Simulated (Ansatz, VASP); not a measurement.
**CaH2Pt: VASP beside Ansatz**

```
CELL_PARAMETERS angstrom
4.26805 0.00000 0.00000
-2.13403 3.69624 0.00000
0.00000 0.00000 5.41669
ATOMIC_POSITIONS crystal
Ca 0.00000 0.00000 0.00000
H 0.33333 0.66667 0.00000
H 0.66667 0.33333 0.00000
Pt 0.00000 0.00000 0.50000
```

Alike in both runs: task relaxation of cell and atoms; functional PBE; k mesh 6 × 6 × 4; occupations gaussian, width 0.1 eV; no spin polarisation.

```csv
,VASP,Ansatz
version,VASP 6.6.1,Ansatz 0.2.0
potentials or method,"VASP PAW PBE potentials, release 64 (Ca_sv, H, Pt), cutoff 600 eV","scalar-relativistic, plane waves, PAW"
valence electrons in the cell,22,30
```

```tsv
	VASP	Ansatz	Ansatz less VASP
gap on the k mesh at the Fermi level, each at its own relaxed structure (eV)	none	none	-
relaxed volume (Å³/atom)	16.56	16.37	-0.190
relaxed length of the cell vector where the two differ most in proportion (Å)	5.975	5.936	-0.0386
```

A gap of «none» marks a metal or a gap that the smearing closes. VASP's potentials hold 22 valence electrons a cell and Ansatz's 30, so a difference there can come from the potentials and not from the codes.

Spin-orbit coupling is off throughout. Noted on VASP's run: the volume moved by over 15 % at a fixed basis, so the end points are rough.
